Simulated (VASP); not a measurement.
Runs of VASP 6.6.1 on AlN. The structure is that of space group F-43m (No. 216), or close to it. The cells are those of the table. 

```tsv
task	cell	cutoff (eV)	gap on the mesh (eV)	pressure (GPa)
single point	a = 3.049 Å, angles 60.0°, 2 atoms	520	3.20	(a)
single point	a = 3.095 Å, angles 60.0°, 2 atoms	520	3.18	0.0
single point	a = 3.106 Å, angles 60.0°, 2 atoms	520	3.18	-2.0
relaxation of cell and atoms	relaxed from a = 3.089 Å, angles 60.0°, 2 atoms	600	3.18	0.0
relaxation of cell and atoms	relaxed to 5 GPa from a = 3.089 Å, angles 60.0°, 2 atoms	600	3.20	5.0
single point	a = 3.085 Å, angles 60.0°, 2 atoms	520	3.19	2.0
relaxation of cell and atoms	relaxed to 10 GPa from a = 3.089 Å, angles 60.0°, 2 atoms	600	3.20	9.9
relaxation of cell and atoms	relaxed to 2 GPa from a = 3.089 Å, angles 60.0°, 2 atoms	600	3.19	2.0
```

Alike in all rows: level PBEsol; potentials or basis VASP PAW PBE potentials, release 64 (Al, N); no spin polarisation; k mesh 8 × 8 × 8; smearing gaussian 0.01 eV.

Problem. Estimate the missing entries.

Solution. (a) 10.0.

Caveats: the PAW data sets were made with another functional, which shifts forces and pressure a little; the cell is relaxed towards a set pressure, so the enthalpy falls and the energy may rise (some runs).

A k mesh can miss the band edges.
